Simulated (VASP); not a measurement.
The system is Ta.

```
CELL_PARAMETERS angstrom
-1.65128 1.65128 1.65128
1.65128 -1.65128 1.65128
1.65128 1.65128 -1.65128
ATOMIC_POSITIONS crystal
Ta 0.00000 0.00000 0.00000
```

| Property | Result |
| --- | --- |
| Program | VASP 6.6.1 |
| Task | relaxation of cell and atoms |
| Functional | PBE |
| Potentials or basis | VASP PAW PBE potentials, release 64 (Ta_pv) |
| Cutoff | 600 eV |
| k mesh | 14 × 14 × 14 |
| Occupations | fermi-dirac, width 0.05 eV |
| Spin | no spin polarisation |

At the start: pressure 3.2 GPa; volume 18.01 Å³/atom.

Problem. Where does the relaxation end?

Solution. Over 3 steps the energy falls by 2.7 meV/atom and the volume is 18.29 Å³/atom (+1.6 %); space group Im-3m (No. 229, to 0.1 Å) before and after.

The path:
| step | energy change (eV) | largest force (eV/Å) | pressure (GPa) | volume (Å³) |
| --- | --- | --- | --- | --- |
| 1 | 0.0000 | 0.0000 | 3.21 | 18.01 |
| 2 | 0.0123 | 0.0000 | -6.86 | 18.97 |
| 3 | -0.0027 | 0.0000 | -0.03 | 18.29 |

Final structure:
```
CELL_PARAMETERS angstrom
-1.65982 1.65982 1.65982
1.65982 -1.65982 1.65982
1.65982 1.65982 -1.65982
ATOMIC_POSITIONS crystal
Ta 0.00000 0.00000 0.00000
```
